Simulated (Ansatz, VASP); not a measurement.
## One calculation of MoS2, two programs

```
CELL_PARAMETERS angstrom
1.56013 0.90074 6.04057
-1.56013 0.90074 6.04057
0.00000 -1.80148 6.04057
ATOMIC_POSITIONS crystal
Mo 0.00000 0.00000 0.00000
S 0.74840 0.74840 0.74840
S 0.58490 0.58490 0.58490
```

Change from the starting cell: volume scaled by 0.96.

Alike in both runs: task single point; functional PBE; k mesh 10 × 10 × 10; occupations fermi-dirac, width 0.05 eV; no spin polarisation.

|  | VASP | Ansatz |
| --- | --- | --- |
| version | VASP 6.6.1 | Ansatz 0.2.0 |
| potentials or method | VASP PAW PBE potentials, release 64 (Mo_sv, S), cutoff 520 eV | all-electron LAPW, scalar-relativistic |

Ansatz gave:

| Item | Value |
| --- | --- |
| gap on the k mesh at the Fermi level (eV) | 0.80 |
| least direct gap on the mesh (eV) | 2.02 |
| pressure (GPa) | 17.1 |
| traceless stress, the component that is largest in VASP (GPa) | 5.30 |
| rms of the force components (eV/Å) | 0.992 |

**Question.** Which values does VASP return?

**Answer.** gap on the k mesh at the Fermi level (eV): 0.81; least direct gap on the mesh (eV): 2.03; pressure (GPa): 16.9; traceless stress, the component that is largest in VASP (GPa): 5.25; rms of the force components (eV/Å): 0.981.

Atom by atom the forces differ by 0.012 eV/Å (rms over components). Ansatz ran all-electron here, and VASP with PAW potentials.
